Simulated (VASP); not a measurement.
CuO (zincblende type), 2 atoms in the cell. The structure is cubic, space group F-43m (No. 216). The conventional cell has a = 4.524 Å, b = 4.524 Å, c = 4.524 Å, α = 90.00°, β = 90.00°, γ = 90.00°. Cu (site symmetry -43m) has 4 O at 1.96 Å within 2.6 Å. Within 2.6 Å of O (site symmetry -43m) lie 4 Cu at 1.96 Å. 

```yaml
Program: VASP 6.6.1
Task: single point
Functional: PBE
Potentials_or_basis: VASP PAW PBE potentials, release 64 (Cu, O)
Cutoff: 520 eV
k_mesh: 16 × 16 × 16
Occupations: fermi-dirac, width 0.05 eV
Spin: no spin polarisation
Dipole_correction: no
k_mesh_for_the_DOS: 24 × 24 × 24
Occupations_for_the_DOS: tetrahedron
Further_INCAR_settings: ALGO = Normal; EDIFF = 1e-06
```

Potentials or basis: VASP PAW PBE potentials, release 64 (Cu, O).

Launch:

```console
$ cat potpaw_PBE.64/Cu/POTCAR potpaw_PBE.64/O/POTCAR > POTCAR
$ cp INCAR.step1 INCAR
$ cp KPOINTS.step1 KPOINTS
$ mpirun -np 1 vasp_std > vasp.out
$ cp INCAR.step2 INCAR
$ cp KPOINTS.step2 KPOINTS
$ mpirun -np 1 vasp_std > vasp.out
```

Hardware: 1 thread of AMD EPYC 7R43 64-Core Processor (Zen 3) (shared host).

How long does it take, and how much memory?

Run time: 95 s on 1 thread of AMD EPYC 7R43 64-Core Processor (Zen 3), on a shared host, peak memory 0.2 GiB. Counts: k points 413.
